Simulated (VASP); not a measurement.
# Be (Fd-3m) in VASP: a series of runs, part 2 of 2

VASP 6.6.1. Earlier steps stand in the parts before.

### Step 4. Relaxation of cell and atoms, LDA, target pressure 20 GPa, at which the enthalpy is minimised

Contents of INCAR:

```
SYSTEM = Be
PREC     = Accurate       ! precision mode
ENCUT    = 600            ! plane-wave cutoff, eV
EDIFF    = 1E-6           ! SCF threshold, eV
ISMEAR   = -1             ! smearing method
SIGMA    = 0.05           ! smearing width, eV
LREAL    = .FALSE.        ! projectors in reciprocal space
LASPH    = .TRUE.         ! aspherical terms in the spheres
NELM     = 60             ! most SCF steps
ALGO     = Normal         ! electronic algorithm
ISIF     = 3              ! what is computed and relaxed
LWAVE    = .FALSE.        ! write WAVECAR
LCHARG   = .FALSE.        ! write CHGCAR
IBRION   = 2              ! ionic algorithm
NSW      = 80             ! ionic steps
EDIFFG   = -0.01          ! ionic threshold
PSTRESS  = 200.0
```

Contents of KPOINTS:

```
regular mesh
0
G
  10 10 10
  0 0 0
```

Contents of POSCAR:

```
Be
1.0
    0.0000000000      2.1900000000      2.1900000000
    2.1900000000      0.0000000000      2.1900000000
    2.1900000000      2.1900000000      0.0000000000
Be
2
Direct
    0.0000000000      0.0000000000      0.0000000000
    0.2500000000      0.2500000000      0.2500000000
```

Potentials or basis: VASP PAW LDA potentials, release 64 (Be).

Run with:

```console
$ cat potpaw_LDA.64/Be/POTCAR > POTCAR
$ mpirun -np 1 vasp_std > vasp.out
```

OUTCAR:

```text
SYSTEM = Be
   PREC = Accurate
   ENCUT = 600
   EDIFF = 1E-6
   ISMEAR = -1
   LREAL = .FALSE.
   LASPH = .TRUE.
   NELM = 60
   ISIF = 3
   IBRION = 2
   NSW = 80
   EDIFFG = -0.01
   PSTRESS = 200.0

 ion  position               nearest neighbor table
   1  0.000  0.000  0.000-   2 1.90   2 1.90   2 1.90   2 1.90
   2  0.250  0.250  0.250-   1 1.90   1 1.90   1 1.90   1 1.90

  LATTYP: Found a face centered cubic cell.
 ALAT       =     4.3800000000

  Lattice vectors:

 A1 = (   0.0000000000,   2.1900000000,   2.1900000000)
 A2 = (   2.1900000000,   0.0000000000,   2.1900000000)
 A3 = (   2.1900000000,   2.1900000000,   0.0000000000)

Analysis of symmetry for initial positions (statically):
=====================================================================
 Subroutine PRICEL returns:
 Original cell was already a primitive cell.

 Routine SETGRP: Setting up the symmetry group for a
 face centered cubic supercell.

 Subroutine GETGRP returns: Found 48 space group operations
 (whereof 24 operations were pure point group operations)
 out of a pool of 48 trial point group operations.

The static configuration has the point symmetry T_d .
 The point group associated with its full space group is O_h .

Analysis of symmetry for dynamics (positions and initial velocities):
=====================================================================
 Subroutine PRICEL returns:
 Original cell was already a primitive cell.

 Routine SETGRP: Setting up the symmetry group for a
 face centered cubic supercell.

 Subroutine GETGRP returns: Found 48 space group operations
 (whereof 24 operations were pure point group operations)
 out of a pool of 48 trial point group operations.

The dynamic configuration has the point symmetry T_d .
 The point group associated with its full space group is O_h .

 Subroutine INISYM returns: Found 48 space group operations
 (whereof 24 operations are pure point group operations),
 and found     1 'primitive' translations

----------------------------------------------------------------------------------------

                                     Primitive cell

  volume of cell :      21.0069

  direct lattice vectors                    reciprocal lattice vectors
     0.000000000  2.190000000  2.190000000    -0.228310502  0.228310502  0.228310502
     2.190000000  0.000000000  2.190000000     0.228310502 -0.228310502  0.228310502
     2.190000000  2.190000000  0.000000000     0.228310502  0.228310502 -0.228310502

  length of vectors
     3.097127702  3.097127702  3.097127702     0.395445390  0.395445390  0.395445390

  position of ions in fractional coordinates (direct lattice)
     0.000000000  0.000000000  0.000000000
     0.250000000  0.250000000  0.250000000

  ion indices of the primitive-cell ions
   primitive index   ion index
                 1           1
[... 106 lines left out ...]
  energy-cutoff  :      600.00
  volume of cell :       21.01
 maximum number of plane-waves:       725
 NGX is ok and might be reduce to    28
   NGX = 13   NGY = 13   NGZ = 13

--------------------------------------- Ionic step        1  -------------------------------------------

 number of electron       4.0000000 magnetization

 Free energy of the ion-electron system (eV)
  ---------------------------------------------------
  ext. energy  EPLUGINS =         0.00000000
  ---------------------------------------------------
  free energy    TOTEN  =        -4.52810777 eV

  energy without entropy =       -4.51680300  energy(sigma->0) =       -4.52245538

------------------------ aborting loop because EDIFF is reached ----------------------------------------

  FORCE on cell =-STRESS in cart. coord.  units (eV):
  Direction    XX          YY          ZZ          XY          YZ          ZX
  --------------------------------------------------------------------------------------
  -------------------------------------------------------------------------------------
  Total        2.9962115      2.9962115      2.9962115     -0.0000000     -0.0000000     -0.0000000
  in kB      228.5181574    228.5181574    228.5181574     -0.0000000     -0.0000000     -0.0000000
  external PRESSURE =      28.5181574 kB  Pullay stress =     200.0000000 kB

 VOLUME and BASIS-vectors are now :
 -----------------------------------------------------------------------------
  energy-cutoff  :      600.00
  volume of cell :       21.01
      direct lattice vectors                 reciprocal lattice vectors
     0.000000000  2.190000000  2.190000000    -0.228310502  0.228310502  0.228310502
     2.190000000  0.000000000  2.190000000     0.228310502 -0.228310502  0.228310502
     2.190000000  2.190000000  0.000000000     0.228310502  0.228310502 -0.228310502

 POSITION                                       TOTAL-FORCE (eV/Angst)
 -----------------------------------------------------------------------------------
      0.00000      0.00000      0.00000         0.000000      0.000000      0.000000
      1.09500      1.09500      1.09500        -0.000000     -0.000000     -0.000000
 -----------------------------------------------------------------------------------
    total drift:                                0.000000      0.000000     -0.000000

  FREE ENERGIE OF THE ION-ELECTRON SYSTEM (eV)
  ---------------------------------------------------
  free  energy   TOTEN  =        -4.5281077655 eV

  energy  without entropy=       -4.5168030025  energy(sigma->0) =       -4.52245538

  enthalpy is  TOTEN    =        -1.9058115182 eV   P V=        2.6222962473

--------------------------------------- Ionic step        2  -------------------------------------------

 number of electron       4.0000000 magnetization

 Free energy of the ion-electron system (eV)
  ---------------------------------------------------
  ext. energy  EPLUGINS =         0.00000000
  ---------------------------------------------------
  free energy    TOTEN  =        -4.60447383 eV

  energy without entropy =       -4.59309852  energy(sigma->0) =       -4.59878617

 E-fermi :   3.4504     XC(G=0):  -9.5164

 val. band max:        3.3855297606   @ k =  -0.2000   0.3000   0.1000
 cond. band min:       3.4548498950   @ k =   0.5000   0.4000   0.0000
 fundamental gap:      0.0693201344
 Fermi energy:         3.4504389867

 k-point     1 :       0.0000    0.0000    0.0000
  band No.  band energies     occupation
      1      -5.1175      2.00000
      2       9.2087      0.00000
      3       9.2087      0.00000
      4       9.2087      0.00000
      5      12.0918      0.00000
      6      12.0918      0.00000
[... 199 lines left out ...]
 k-point    24 :       0.4000    0.3000    0.0000
  band No.  band energies     occupation
      1      -2.1367      2.00000
      2       3.9174      0.00018
      3       4.5193      0.00000
      4       4.7614      0.00000
      5      11.4771      0.00000
      6      12.4944      0.00000

 [... further k-points ...]

------------------------ aborting loop because EDIFF is reached ----------------------------------------

  FORCE on cell =-STRESS in cart. coord.  units (eV):
  Direction    XX          YY          ZZ          XY          YZ          ZX
  --------------------------------------------------------------------------------------
  -------------------------------------------------------------------------------------
  Total        2.6753494      2.6753494      2.6753494     -0.0000000      0.0000000      0.0000000
  in kB      198.6233426    198.6233426    198.6233426     -0.0000000      0.0000000      0.0000000
  external PRESSURE =      -1.3766574 kB  Pullay stress =     200.0000000 kB

 VOLUME and BASIS-vectors are now :
 -----------------------------------------------------------------------------
  energy-cutoff  :      600.00
  volume of cell :       21.58
      direct lattice vectors                 reciprocal lattice vectors
    -0.000000000  2.209752339  2.209752339    -0.226269701  0.226269701  0.226269701
     2.209752339  0.000000000  2.209752339     0.226269701 -0.226269701  0.226269701
     2.209752339  2.209752339 -0.000000000     0.226269701  0.226269701 -0.226269701

 POSITION                                       TOTAL-FORCE (eV/Angst)
 -----------------------------------------------------------------------------------
      0.00000      0.00000      0.00000         0.000000      0.000000      0.000000
      1.10488      1.10488      1.10488        -0.000000     -0.000000     -0.000000
 -----------------------------------------------------------------------------------
    total drift:                                0.000000      0.000000     -0.000000

  FREE ENERGIE OF THE ION-ELECTRON SYSTEM (eV)
  ---------------------------------------------------
  free  energy   TOTEN  =        -4.6044738306 eV

  energy  without entropy=       -4.5930985164  energy(sigma->0) =       -4.59878617

  enthalpy is  TOTEN    =        -1.9105816124 eV   P V=        2.6938922182

 reached required accuracy - stopping structural energy minimisation
```

Wall time 7.8 s (1 thread of Intel Xeon 6975P-C, shared host); peak memory 0.13 GiB.

Results:

```yaml
Free_energy: -4.6045 eV
Relaxed_volume: 10.79 Å³/atom
Relaxed_cell: a = 3.125 Å, b = 3.125 Å, c = 3.125 Å, α = 60.00°, β = 60.00°, γ = 60.00°
Space_group_after_relaxing_to_0.05_Å: Fd-3m (No. 227)
Energy_change_on_relaxing_the_enthalpy_is_what_falls: -38.2 meV/atom
Ionic_steps: 2
Pressure_after_relaxing: 19.9 GPa
Band_gap_on_the_k_mesh: zero (band 2 reaches 9.21 eV, above the bottom of band 3 at 1.76 eV)
```

The path:
| step | energy change (eV) | largest force (eV/Å) | pressure (GPa) | volume (Å³) |
| --- | --- | --- | --- | --- |
| 1 | 0.0000 | 0.0000 | 22.85 | 21.01 |
| 2 | -0.0764 | 0.0000 | 19.86 | 21.58 |

Final structure:
```
CELL_PARAMETERS angstrom
0.00000 2.20975 2.20975
2.20975 0.00000 2.20975
2.20975 2.20975 0.00000
ATOMIC_POSITIONS crystal
Be 0.00000 0.00000 0.00000
Be 0.25000 0.25000 0.25000
```

Levels at points of the mesh, in eV from the Fermi level:
```csv
k point,band 1,band 2,band 3,band 4,band 5
"(0.00, 0.00, 0.00)",-8.57,5.76,5.76,5.76,8.64
"(0.50, 0.00, 0.00)",-4.64,-3.80,3.56,3.56,9.90
"(0.50, 0.50, 0.00)",-2.74,-2.74,0.60,0.60,7.61
```

Caveat: the cell is relaxed towards a set pressure, so the enthalpy falls and the energy may rise.

### Step 5. Overview

| cell | gap on the mesh (eV) | pressure (GPa) |
| --- | --- | --- |
| relaxed to 5 GPa | none | 5.0 |
| relaxed to 10 GPa | none | 9.9 |
| relaxed to 20 GPa | none | 19.9 |

Alike in all rows: task relaxation of cell and atoms; level LDA; potentials or basis VASP PAW LDA potentials, release 64 (Be); no spin polarisation; k mesh 10 × 10 × 10; cutoff (eV) 600; smearing fermi-dirac 0.05 eV.

Caveats: the cell is relaxed towards a set pressure, so the enthalpy falls and the energy may rise; the volume moved by over 15 % at a fixed basis, so the end points are rough (some runs).

Absolute energies hang on the potentials; compare differences alone.
